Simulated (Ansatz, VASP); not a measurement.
**Pb: VASP beside Ansatz**

```
Pb
1.0
     1.91989    1.10845    5.23269
    -1.91989    1.10845    5.23269
     0.00000   -2.21689    5.23269
Pb
2
Direct
  0.16400 0.16400 0.16400
  0.83600 0.83600 0.83600
```

Alike in both runs: task single point; functional PBEsol; k mesh 15 × 15 × 15; occupations gaussian, width 0.1 eV; no spin polarisation.

|  | VASP | Ansatz |
| --- | --- | --- |
| version | VASP 6.6.1 | Ansatz 0.2.0 |
| potentials or method | VASP PAW PBE potentials, release 64 (Pb_d), cutoff 520 eV | scalar-relativistic, plane waves, PAW |
| valence electrons in the cell | 28 | 28 |

```tsv
	VASP	Ansatz	Ansatz less VASP
gap on the k mesh at the Fermi level (eV)	none	none	-
pressure (GPa)	78.4	78.4	+0.02
traceless stress, the component that is largest in VASP (GPa)	-78.86	-78.82	+0.040
rms of the force components (eV/Å)	0.870	0.879	+0.0082
```

VASP's potentials were made for PBE, not for PBEsol. Atom by atom the forces differ by 0.008 eV/Å (rms over components). A gap of «none» marks a metal or a gap that the smearing closes. Both programs put the cell under a high pressure, so it lies far from rest at this level.

Neither program's run includes spin-orbit coupling. Noted on VASP's run: the cell as given lies far from equilibrium.
